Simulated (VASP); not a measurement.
# Ge: relaxation of cell and atoms with PBEsol

The system is Ge.

```
Ge
1.0
     0.00000    2.88574    5.11566
     2.63050    0.00000    5.11566
     2.63050    2.88574    0.00000
Ge
4
Cartesian
  2.6305 4.1929 5.1157
  2.6305 1.5786 5.1157
  2.6305 2.8857 2.2318
  2.6305 2.8857 7.9995
```

- Program: VASP 6.6.1
- Task: relaxation of cell and atoms
- Functional: PBEsol
- Potentials or basis: VASP PAW PBE potentials, release 64 (Ge_d)
- Cutoff: 600 eV
- k mesh: 7 × 7 × 7
- Occupations: fermi-dirac, width 0.05 eV
- Spin: no spin polarisation
- Target pressure: 30 GPa
- Dipole correction: no
- Further INCAR settings: ALGO = Normal; EDIFF = 1e-06; IBRION = 2; EDIFFG = -0.01; NSW = 60; ISIF = 3

| Property | Result |
| --- | --- |
| Relaxed volume | 14.64 Å³/atom |
| Relaxed cell | a = 5.269 Å, b = 5.169 Å, c = 3.589 Å, α = 71.39°, β = 68.40°, γ = 40.21° |
| Space group after relaxing (to 0.1 Å) | Fmmm (No. 69) |
| Energy change on relaxing (the run minimises the enthalpy) | +270.1 meV/atom |
| Ionic steps | 31 |
| Pressure after relaxing | 30.0 GPa |
| Band gap on the k mesh | zero (bands 28 and 29 overlap by 3.94 eV) |

Forces in eV/Å, atoms in the order of the input:
```
Ge   0.000 -0.003  0.000
Ge   0.000  0.003  0.000
Ge   0.000  0.000  0.002
Ge   0.000  0.000 -0.002
```

The path:
| step | energy change (eV) | largest force (eV/Å) | pressure (GPa) | volume (Å³) |
| --- | --- | --- | --- | --- |
| 1 | 0.0000 | 0.0420 | -3.68 | 77.67 |
| 2 | 11.5606 | 1.8129 | 194.75 | 40.23 |
| 3 | 0.8067 | 0.3573 | 24.86 | 60.58 |
| 4 | 0.9772 | 0.3890 | 27.91 | 59.55 |
| 5 | 1.0987 | 0.4089 | 30.34 | 58.88 |
| 6 | 1.0948 | 0.4413 | 30.36 | 58.74 |
| 7 | 1.1421 | 0.3838 | 31.01 | 58.48 |
| 8 | 1.1090 | 0.4148 | 30.48 | 58.61 |
| 9 | 1.0673 | 0.2487 | 29.81 | 58.75 |
| 10 | 1.0396 | 0.1413 | 29.32 | 58.87 |
| 11 | 1.0937 | 0.1610 | 30.26 | 58.54 |
| 12 | 1.1577 | 0.2068 | 31.47 | 58.18 |
| 13 | 1.1063 | 0.1765 | 30.66 | 58.43 |
| 14 | 1.0709 | 0.1496 | 29.93 | 58.61 |
| 15 | 1.0664 | 0.1454 | 29.81 | 58.63 |
| 16 | 1.0656 | 0.0680 | 29.82 | 58.63 |
| 17 | 1.0660 | 0.0470 | 29.81 | 58.62 |
| 18 | 1.0816 | 0.0392 | 30.09 | 58.54 |
| 19 | 1.0833 | 0.0389 | 30.23 | 58.53 |
| 20 | 1.0822 | 0.0403 | 30.03 | 58.53 |
| 21 | 1.0828 | 0.0391 | 30.23 | 58.53 |
| 22 | 1.0756 | 0.0260 | 30.00 | 58.57 |
| 23 | 1.0726 | 0.0209 | 29.91 | 58.58 |
| 24 | 1.0722 | 0.0150 | 29.94 | 58.59 |
| 25 | 1.0715 | 0.0309 | 29.91 | 58.59 |
| 26 | 1.0786 | 0.0234 | 29.95 | 58.55 |
| 27 | 1.0935 | 0.0083 | 30.10 | 58.47 |
| 28 | 1.0889 | 0.0036 | 30.12 | 58.49 |
| 29 | 1.0884 | 0.0040 | 30.11 | 58.50 |
| 30 | 1.0874 | 0.0045 | 30.05 | 58.50 |
| 31 | 1.0803 | 0.0025 | 30.03 | 58.54 |

Final structure:
```cif
data_structure
_symmetry_space_group_name_H-M 'P 1'
_symmetry_Int_Tables_number 1
_cell_length_a 5.2685
_cell_length_b 5.1688
_cell_length_c 3.5887
_cell_angle_alpha 71.392
_cell_angle_beta 68.401
_cell_angle_gamma 40.207
_cell_volume 58.54
loop_
_atom_site_label
_atom_site_type_symbol
_atom_site_fract_x
_atom_site_fract_y
_atom_site_fract_z
_atom_site_occupancy
Ge1 Ge 0.73449 0.26551 0.73449 1
Ge2 Ge 0.26551 0.73449 0.26551 1
Ge3 Ge 0.23328 0.23328 0.76672 1
Ge4 Ge 0.76672 0.76672 0.23328 1
```

Levels at points of the mesh, in eV from the Fermi level:
```tsv
k point	band 25	band 26	band 27	band 28	band 29	band 30	band 31	band 32
(0.00, 0.00, 0.00)	-3.01	-2.78	-2.61	-2.58	-2.48	2.71	2.95	4.90
```

Run time: 51 min on 1 thread of Intel(R) Xeon(R) Platinum 8259CL CPU @ 2.50GHz (Skylake/Cascade Lake), with other jobs on the host, peak memory 0.37 GiB.

Caveat: the cell is relaxed towards a set pressure, so the run minimises the enthalpy, not the energy; the volume moved by over 15 % at a fixed basis, so the end points are rough; the PAW data sets were made with another functional, which shifts forces and pressure a little.
